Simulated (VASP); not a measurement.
The system is CO2.

```
O C
1.0
    -1.97473    1.97473    3.01406
     1.97473   -1.97473    3.01406
     1.97473    1.97473   -3.01406
O C
4 2
Direct
  0.87500 0.95980 0.58480
  0.37500 0.29020 0.41520
  0.04020 0.62500 0.91520
  0.70980 0.12500 0.08480
  0.00000 0.00000 0.00000
  0.75000 0.25000 0.50000
```

Base run:

- Program: VASP 6.6.1
- Functional: r2SCAN
- Potentials or basis: VASP PAW PBE potentials, release 64 (O, C)
- Cutoff: 520 eV
- k mesh: 9 × 9 × 9
- Occupations: fermi-dirac, width 0.05 eV
- Spin: no spin polarisation

Its results: band gap on the k mesh 8.42 eV, indirect (least direct gap 8.83 eV); pressure -5.8 GPa; largest force 0.149 eV/Å.

Problem. The run is repeated on the same cell with these changes: functional from r2SCAN to LDA; potentials or basis from VASP PAW PBE potentials, release 64 (O, C) to VASP PAW LDA potentials, release 64 (O, C). What comes out?

Solution. Band gap on the k mesh 7.40 eV, indirect (least direct gap 7.89 eV); pressure -11.8 GPa; largest force 0.420 eV/Å.

Caveats: the PAW data sets were made with another functional, which shifts forces and pressure a little (some runs).

A k mesh can miss the band edges.
